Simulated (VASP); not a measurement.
Write the native input for VASP 6.6.1 that does the following.

```
Task                   : single point
Functional             : PBE
Potentials or basis    : VASP PAW PBE potentials, release 64 (Mo_sv, S)
Cutoff                 : 520 eV
k mesh                 : 12 × 12 × 2
Occupations            : gaussian, width 0.02 eV
Spin                   : no spin polarisation
Dipole correction      : no
Further INCAR settings : ALGO = Normal; EDIFF = 1e-06; NBANDS = 35
```

The structure of MoS2 lies in POSCAR:

```
MoS2
1.0
    3.2487701435      0.0000000000      0.0000000000
   -1.6243850718      2.8135174754      0.0000000000
    0.0000000000      0.0000000000     14.6303085919
Mo S
2 4
Direct
    0.6666666667      0.3333333333      0.2500000000
    0.3333333333      0.6666666667      0.7500000000
    0.6666666667      0.3333333333      0.6444804231
    0.3333333333      0.6666666667      0.3555195769
    0.6666666667      0.3333333333      0.8555195769
    0.3333333333      0.6666666667      0.1444804231
```

This cell differs from its parent crystal: biaxial strain in the a-b plane: +2.0 %.

The input as run:

INCAR

```
ALGO     = Normal         # electronic algorithm
EDIFF    = 1E-6           # SCF threshold, eV
ENCUT    = 520            # plane-wave cutoff, eV
GGA      = PE             # functional
ISIF     = 2              # what is computed and relaxed
ISMEAR   = 0              # smearing method
LASPH    = T              # aspherical terms in the spheres
LCHARG   = F              # write CHGCAR
LREAL    = F              # projectors in reciprocal space
LWAVE    = F              # write WAVECAR
NBANDS   = 35             # bands
NELM     = 60             # most SCF steps
PREC     = Accurate       # precision mode
SIGMA    = 0.02           # smearing width, eV
```

KPOINTS

```
k-points
0
Gamma
  12 12 2
```

Potentials or basis: VASP PAW PBE potentials, release 64 (Mo_sv, S).

Run with:

```console
$ cat potpaw_PBE.64/Mo_sv/POTCAR potpaw_PBE.64/S/POTCAR > POTCAR
$ mpirun -np 1 vasp_std > vasp.out
```

Results of the run:

```
Pressure               : -3.0 GPa
Largest force          : 0.038 eV/Å
Band gap on the k mesh : 1.02 eV (least direct gap 1.46 eV)
```

Caveat: the cell differs from its parent crystal (biaxial strain in the a-b plane: +2.0 %); this functional lacks dispersion, which binds layers or chains, so the pressure and a relaxed spacing across them are unreliable.

Wall time 4.5 min on 1 thread of Intel Xeon 8259CL, on a shared host, peak memory 0.32 GiB.
